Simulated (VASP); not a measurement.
## TiC: single point with r2SCAN

TiC:

```xyz
4
Lattice="2.1639 2.1639 0.0000 -2.1639 2.1639 0.0000 0.0000 0.0000 4.5875" Properties=species:S:1:pos:R:3 pbc="T T T"
Ti    0.0000    0.0000    0.0000
Ti    0.0000    2.1639    2.2937
C     0.0000    2.1639    0.0000
C     0.0000    0.0000    2.2937
```

This cell differs from its parent crystal: strain along c alone, the other axes held: +6.0 %.

- Program: VASP 6.6.1
- Task: single point
- Functional: r2SCAN
- Potentials or basis: VASP PAW PBE potentials, release 64 (Ti_sv, C)
- Cutoff: 520 eV
- k mesh: 18 × 18 × 12
- Occupations: gaussian, width 0.1 eV
- Spin: no spin polarisation

* Pressure: -11.4 GPa
* Band gap on the k mesh: zero (bands 16 and 17 overlap by 1.58 eV)

Stress tensor (GPa, compression positive):
```
 -6.04   0.00   0.00
  0.00  -6.04   0.00
  0.00   0.00 -22.05
```

Levels at points of the mesh, in eV from the Fermi level:
```csv
k point,band 14,band 15,band 16,band 17,band 18,band 19
"(0.00, 0.00, 0.00)",0.10,0.55,0.99,0.99,1.33,1.48
"(0.50, 0.00, 0.00)",-3.00,-2.74,-2.74,2.33,2.33,3.08
"(0.50, 0.50, 0.00)",-1.37,-0.35,-0.35,-0.29,-0.29,2.50
"(0.00, 0.00, 0.50)",-0.47,-0.07,-0.07,-0.07,-0.07,2.14
"(0.50, 0.00, 0.50)",-3.02,-2.94,-2.94,2.82,2.82,3.02
"(0.50, 0.50, 0.50)",-3.02,-2.53,-2.53,2.38,2.38,2.38
```

It took 13 min on 1 thread of AMD EPYC 9R45 96-Core Processor (Zen 5), with other jobs on the host, peak memory 0.4 GiB.

Caveat: the cell differs from its parent crystal (strain along c alone, the other axes held: +6.0 %); the cell stands under tension; the PAW data sets were made with another functional, which shifts forces and pressure a little.
